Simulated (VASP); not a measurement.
BeMo:

```
Be Mo
1.0
     0.00000    2.24587    2.24587
     2.24587    0.00000    2.24587
     2.24587    2.24587    0.00000
Be Mo
1 1
Direct
  0.00000 0.00000 0.00000
  0.50000 0.50000 0.50000
```

- Program: VASP 6.6.1
- Task: relaxation of cell and atoms
- Functional: PBE
- Potentials or basis: VASP PAW PBE potentials, release 64 (Be, Mo_sv)
- Cutoff: 600 eV
- k mesh: 6 × 6 × 6
- Occupations: gaussian, width 0.1 eV
- Spin: no spin polarisation

At the start: pressure 17.3 GPa; volume 11.33 Å³/atom.

Where does the relaxation end?

Over 3 steps the energy falls by 47.8 meV/atom and the volume is 12.29 Å³/atom (+8.5 %); space group Fm-3m (No. 225, to 0.05 Å).

Step by step:
```tsv
step	energy change (eV)	largest force (eV/Å)	pressure (GPa)	volume (Å³)
1	0.0000	0.0000	17.33	22.66
2	0.0148	0.0000	-13.84	26.92
3	-0.0956	0.0000	-0.24	24.59
```

Final structure:
```cif
data_structure
_symmetry_space_group_name_H-M 'P 1'
_symmetry_Int_Tables_number 1
_cell_length_a 3.2639
_cell_length_b 3.2639
_cell_length_c 3.2639
_cell_angle_alpha 60.000
_cell_angle_beta 60.000
_cell_angle_gamma 60.000
_cell_volume 24.59
loop_
_atom_site_label
_atom_site_type_symbol
_atom_site_fract_x
_atom_site_fract_y
_atom_site_fract_z
_atom_site_occupancy
Be1 Be 0.00000 0.00000 0.00000 1
Mo1 Mo 0.50000 0.50000 0.50000 1
```

Caveat: the k points lie up to 0.39 Å⁻¹ apart in the final cell.
